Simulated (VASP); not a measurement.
# NaF in VASP: a series of runs, part 2 of 2

VASP 6.6.1. Earlier steps stand in the parts before.

## (3) Single point, PBEsol

This run uses another cell than the first one, of 12.48 Å³/atom.

Contents of INCAR:

```
SYSTEM = NaF
PREC = Accurate
ENCUT = 600
EDIFF = 1E-6
ISMEAR = -1
SIGMA = 0.05
LREAL = .FALSE.
LASPH = .TRUE.
NELM = 120
ALGO = Normal
ISIF = 2
LWAVE = .FALSE.
LCHARG = .FALSE.
GGA = PS
NBANDS = 14
GGA_COMPAT = .FALSE.
```

Contents of KPOINTS:

```
Automatic mesh
0
G
  8 8 8
  0 0 0
```

Contents of POSCAR:

```
NaF
1.0
   -0.0464000000      2.3200000000      2.3200000000
    2.3200000000     -0.0464000000      2.3200000000
    2.2736000000      2.2736000000      0.0000000000
Na F
1 1
Direct
    0.0000000000      0.0000000000      0.0000000000
    0.5000000000      0.5000000000      0.5000000000
```

Potentials or basis: VASP PAW PBE potentials, release 64 (Na_pv, F).

On the command line:

```sh
> cat potpaw_PBE.64/Na_pv/POTCAR potpaw_PBE.64/F/POTCAR > POTCAR
> mpirun -np 1 vasp_std > vasp.out
```

OUTCAR:

```text
SYSTEM = NaF
   PREC = Accurate
   ENCUT = 600
   EDIFF = 1E-6
   ISMEAR = -1
   LREAL = .FALSE.
   LASPH = .TRUE.
   NELM = 120
   ISIF = 2
   GGA = PS

 ion  position               nearest neighbor table
   1  0.000  0.000  0.000-   2 2.32   2 2.32   2 2.32   2 2.32   2 2.32   2 2.32
   2  0.500  0.500  0.500-   1 2.32   1 2.32   1 2.32   1 2.32   1 2.32   1 2.32

  LATTYP: Found a body centered orthorhombic cell.
 ALAT       =     3.2153559554
 B/A-ratio  =     1.0408163265
 C/A-ratio  =     1.4430750636

  Lattice vectors:

 A1 = (   0.0464000000,  -2.3200000000,  -2.3200000000)
 A2 = (  -0.0464000000,   2.3200000000,  -2.3200000000)
 A3 = (   2.3200000000,  -0.0464000000,   2.3200000000)

Analysis of symmetry for initial positions (statically):
=====================================================================
 Subroutine PRICEL returns:
 Original cell was already a primitive cell.

 Routine SETGRP: Setting up the symmetry group for a
 body centered orthorhombic supercell.

 Subroutine GETGRP returns: Found  8 space group operations
 (whereof  8 operations were pure point group operations)
 out of a pool of  8 trial point group operations.

The static configuration has the point symmetry D_2h.

Analysis of symmetry for dynamics (positions and initial velocities):
=====================================================================
 Subroutine PRICEL returns:
 Original cell was already a primitive cell.

 Routine SETGRP: Setting up the symmetry group for a
 body centered orthorhombic supercell.

 Subroutine GETGRP returns: Found  8 space group operations
 (whereof  8 operations were pure point group operations)
 out of a pool of  8 trial point group operations.

The dynamic configuration has the point symmetry D_2h.

 Subroutine INISYM returns: Found  8 space group operations
 (whereof  8 operations are pure point group operations),
 and found     1 'primitive' translations

----------------------------------------------------------------------------------------

[... 122 lines left out ...]
   LRPA    =     F    only Hartree local field effects (RPA)
 non-spin polarized calculation
  energy-cutoff  :      600.00
  volume of cell :       24.96
 maximum number of plane-waves:       857
 NGX is ok and might be reduce to    28
   NGX = 13   NGY = 13   NGZ = 13

 number of electron      14.0000003 magnetization

 Free energy of the ion-electron system (eV)
  ---------------------------------------------------
  ext. energy  EPLUGINS =         0.00000000
  ---------------------------------------------------
  free energy    TOTEN  =        -8.76726169 eV

  energy without entropy =       -8.76726169  energy(sigma->0) =       -8.76726169

 E-fermi :  -1.0808     XC(G=0):  -9.3170

 val. band max:       -2.1332510996   @ k =   0.0000   0.0000   0.0000
 cond. band min:       3.9480956614   @ k =   0.0000   0.0000   0.0000
 fundamental gap:      6.0813467610
 Fermi energy:        -1.0808016423

 k-point     1 :       0.0000    0.0000    0.0000
  band No.  band energies     occupation
      1     -21.2418      2.00000
      2     -20.9789      2.00000
      3     -20.9764      2.00000
      4     -20.9736      2.00000
      5      -2.2418      2.00000
      6      -2.1923      2.00000
      7      -2.1333      2.00000
      8       3.9481      0.00000
      9      16.1456      0.00000
     10      16.6395      0.00000
     11      17.1315      0.00000
     12      19.2838      0.00000
     13      21.6894      0.00000
     14      21.7145      0.00000
[... 377 lines left out ...]
      1     -21.5920      2.00000
      2     -20.9927      2.00000
      3     -20.9896      2.00000
      4     -20.5511      2.00000
      5      -2.9802      2.00000
      6      -2.3473      2.00000
      7      -2.3045      2.00000
      8       5.6881      0.00000
      9      13.0116      0.00000
     10      16.9676      0.00000
     11      17.3014      0.00000
     12      18.7890      0.00000
     13      22.0606      0.00000
     14      23.7028      0.00000

 [... further k-points ...]

------------------------ aborting loop because EDIFF is reached ----------------------------------------

  FORCE on cell =-STRESS in cart. coord.  units (eV):
  Direction    XX          YY          ZZ          XY          YZ          ZX
  --------------------------------------------------------------------------------------
  -------------------------------------------------------------------------------------
  Total       -0.0752520     -0.0752520     -0.0848016      0.1687723      0.0000000      0.0000000
  in kB       -4.8295673     -4.8295673     -5.4424489     10.8315763      0.0000000      0.0000000
  external PRESSURE =      -5.0338611 kB  Pullay stress =       0.0000000 kB

 VOLUME and BASIS-vectors are now :
 -----------------------------------------------------------------------------
  energy-cutoff  :      600.00
  volume of cell :       24.96
      direct lattice vectors                 reciprocal lattice vectors
    -0.046400000  2.320000000  2.320000000    -0.211291413  0.211291413  0.215517241
     2.320000000 -0.046400000  2.320000000     0.211291413 -0.211291413  0.215517241
     2.273600000  2.273600000  0.000000000     0.219915552  0.219915552 -0.215517241

 POSITION                                       TOTAL-FORCE (eV/Angst)
 -----------------------------------------------------------------------------------
      0.00000      0.00000      0.00000         0.000000     -0.000000      0.000000
      2.27360      2.27360      2.32000         0.000000      0.000000     -0.000000
 -----------------------------------------------------------------------------------
    total drift:                                0.000000      0.000000      0.000000

  FREE ENERGIE OF THE ION-ELECTRON SYSTEM (eV)
  ---------------------------------------------------
  free  energy   TOTEN  =        -8.7672616922 eV

  energy  without entropy=       -8.7672616921  energy(sigma->0) =       -8.76726169
```

OSZICAR:

```text
N       E                     dE             d eps       ncg     rms          rms(c)
DAV:   1     0.115439100747E+03    0.11544E+03   -0.83132E+03  2684   0.135E+03
DAV:   2    -0.337847067713E+01   -0.11882E+03   -0.11024E+03  2900   0.361E+02
DAV:   3    -0.948510274275E+01   -0.61066E+01   -0.60941E+01  3404   0.738E+01
DAV:   4    -0.953695866098E+01   -0.51856E-01   -0.51854E-01  2924   0.725E+00
DAV:   5    -0.953748550314E+01   -0.52684E-03   -0.52684E-03  3362   0.735E-01    0.490E+00
DAV:   6    -0.878339677422E+01    0.75409E+00   -0.25946E+00  3244   0.145E+01    0.182E+00
DAV:   7    -0.876829647836E+01    0.15100E-01   -0.30637E-02  2762   0.213E+00    0.103E+00
DAV:   8    -0.876690353715E+01    0.13929E-02   -0.26633E-02  2972   0.351E+00    0.159E-01
DAV:   9    -0.876742244679E+01   -0.51891E-03   -0.47535E-03  3314   0.669E-01    0.129E-01
DAV:  10    -0.876725861032E+01    0.16384E-03   -0.11755E-03  3152   0.402E-01    0.142E-02
DAV:  11    -0.876726138602E+01   -0.27757E-05   -0.48167E-05  3062   0.145E-01    0.764E-03
DAV:  12    -0.876726169216E+01   -0.30614E-06   -0.68039E-06  3194   0.329E-02
   1 F= -.87672617E+01 E0= -.87672617E+01  d E =-.349133E-10
```

stdout:

```text
POSCAR found type information on POSCAR NaF
 POSCAR found :  2 types and       2 ions
 scaLAPACK will be used
 -----------------------------------------------------------------------------
|                                                                             |
|                                                                             |
|     You enforced a specific xc type in the INCAR file but a different       |
|     I HOPE YOU KNOW WHAT YOU ARE DOING!                                     |
|                                                                             |
 -----------------------------------------------------------------------------

 LDA part: xc-table for (Slater+PW92), standard interpolation
 POSCAR, INCAR and KPOINTS ok, starting setup
 FFT: planning ... GRIDC
 FFT: planning ... GRID_SOFT
 FFT: planning ... GRID
 WAVECAR not read
 entering main loop
```

Wall time 57 s (1 thread of Intel Xeon 8259CL, shared host); peak memory 0.17 GiB.

What came out:

```
Free energy            : -8.7673 eV
Pressure               : -0.5 GPa
Band gap on the k mesh : 6.08 eV
```

Caveat: the PAW data sets were made with another functional, which shifts forces and pressure a little.
